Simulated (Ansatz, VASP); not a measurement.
## GaAs: VASP beside Ansatz

The input POSCAR:

```
GaAs
1.0
    0.0000000000      2.8332037363      2.8332037363
    2.8332037363      0.0000000000      2.8332037363
    2.8332037363      2.8332037363      0.0000000000
Ga As
1 1
Direct
    0.0000000000      0.0000000000      0.0000000000
    0.2500000000      0.2500000000      0.2500000000
```

File INCAR.step1:

```
PREC = Accurate
ENCUT = 520
ISMEAR = 0
SIGMA = 0.02
LREAL = F
LASPH = T
NELM = 100
NBANDS = 16
GGA = PE
ALGO = Normal
EDIFF = 1E-4
LWAVE = T
LCHARG = F
```

Contents of INCAR.step2:

```
PREC = Accurate
ENCUT = 520
EDIFF = 1E-6
ISMEAR = 0
SIGMA = 0.02
LREAL = F
LASPH = T
NELM = 100
ALGO = Normal
ISIF = 2
LWAVE = F
LCHARG = F
METAGGA = R2SCAN
LMIXTAU = T
NBANDS = 16
ISTART = 1
```

File KPOINTS:

```
Automatic mesh
0
Gamma
  8 8 8
```

Input for Ansatz:

```yaml
crystal:
  lattice:
    - [0.0, 2.8332037355, 2.8332037355]
    - [2.8332037355, 0.0, 2.8332037355]
    - [2.8332037355, 2.8332037355, 0.0]
  atoms:
    - { symbol: Ga, position: [0.0, 0.0, 0.0] }
    - { symbol: As, position: [0.25, 0.25, 0.25] }
basis:
  ecutwfc: 500
kpoints:
  mp_grid: { grid: [8, 8, 8] }
  band_path:
    path:
      - [[0.0, 0.0, 0.0], [-0.5, -0.5, 0.0], [-0.375, -0.375, 0.25]]
      - [[-0.375, 0.0, 0.375], [0.0, 0.0, 0.0], [0.0, 0.0, 0.5], [-0.5, -0.25, 0.25], [-0.5, -0.5, 0.0]]
    npoints: 14
hamiltonian:
  xc: r2scan
scf:
  occupations: { method: gaussian, width: 0.02 }
  n_extra_bands: 6
output:
  forces: true
  stress: true
  eigenvalues: true
  populations: true
  dos: { projected: true, de: 0.02, nscf_kmesh: { grid: [12, 12, 12] } }
  bader: true
  write_density: true
  write_potential: true
  elf: true
  volumetric_format: npy
```

Alike in both runs: task single point; functional r2SCAN; k mesh 8 × 8 × 8; occupations gaussian, width 0.02 eV; no spin polarisation.

|  | VASP | Ansatz |
| --- | --- | --- |
| version | VASP 6.6.1 | Ansatz 0.2.0 |
| potentials or method | VASP PAW PBE potentials, release 64 (Ga_d, As), cutoff 520 eV | scalar-relativistic, plane waves, PAW |
| valence electrons in the cell | 18 | 28 |

```csv
,VASP,Ansatz,Ansatz less VASP
gap on the k mesh at the Fermi level (eV),0.94,0.96,+0.019
least direct gap on the mesh (eV),0.94,0.96,+0.019
pressure (GPa),0.1,0.0,-0.12
```

VASP's potentials were made for PBE, not for r2SCAN. VASP's potentials hold 18 valence electrons a cell and Ansatz's 28, so a difference there can come from the potentials and not from the codes.
